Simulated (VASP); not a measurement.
Here is a VASP 6.6.1 calculation.

File POSCAR:

```
KI
1.0
   -0.0472391067      3.5324879519      3.5324879519
    3.5324879519     -0.0472391067      3.5324879519
    3.5324879519      3.5324879519     -0.0472391067
K I
1 1
Direct
    0.0000000000      0.0000000000      0.0000000000
    0.5000000000      0.5000000000      0.5000000000
```

The input INCAR.step1:

```
SYSTEM = KI
PREC = Accurate ; ENCUT = 520
ISMEAR = 0 ; SIGMA = 0.01
LREAL = .FALSE. ; LASPH = .TRUE.
NELM = 60 ; NBANDS = 15
GGA = PE ; ALGO = Normal
EDIFF = 1E-4 ; LWAVE = .TRUE.
LCHARG = .FALSE.
```

Contents of INCAR.step2:

```
SYSTEM = KI
PREC = Accurate ; ENCUT = 520
EDIFF = 1E-6 ; ISMEAR = 0
SIGMA = 0.01 ; LREAL = .FALSE.
LASPH = .TRUE. ; NELM = 60
ALGO = Normal ; ISIF = 2
LWAVE = .FALSE. ; LCHARG = .FALSE.
METAGGA = R2SCAN ; LMIXTAU = .TRUE.
NBANDS = 15 ; ISTART = 1
```

Contents of KPOINTS:

```
Automatic mesh
0
G
  6 6 6
  0 0 0
```

Potentials or basis: VASP PAW PBE potentials, release 64 (K_sv, I).

Launch:

```console
$ cat potpaw_PBE.64/K_sv/POTCAR potpaw_PBE.64/I/POTCAR > POTCAR
$ cp INCAR.step1 INCAR
$ mpirun -np 1 vasp_std > vasp.out
$ cp INCAR.step2 INCAR
$ mpirun -np 1 vasp_std > vasp.out
```

Q: Predict the pressure.

A: -0.1 GPa.

Q: Estimate the band gap on the k mesh.

A: 4.52 eV, direct.

Stress tensor (GPa, compression positive):
```
-0.10  0.05  0.05
 0.05 -0.10  0.05
 0.05  0.05 -0.10
```

Caveat: the cell differs from its parent crystal (epitaxial 111 strain +1.0%); the PAW data sets were made with another functional, which shifts forces and pressure a little; spin-orbit coupling is left out, which moves the levels of the heavy elements.
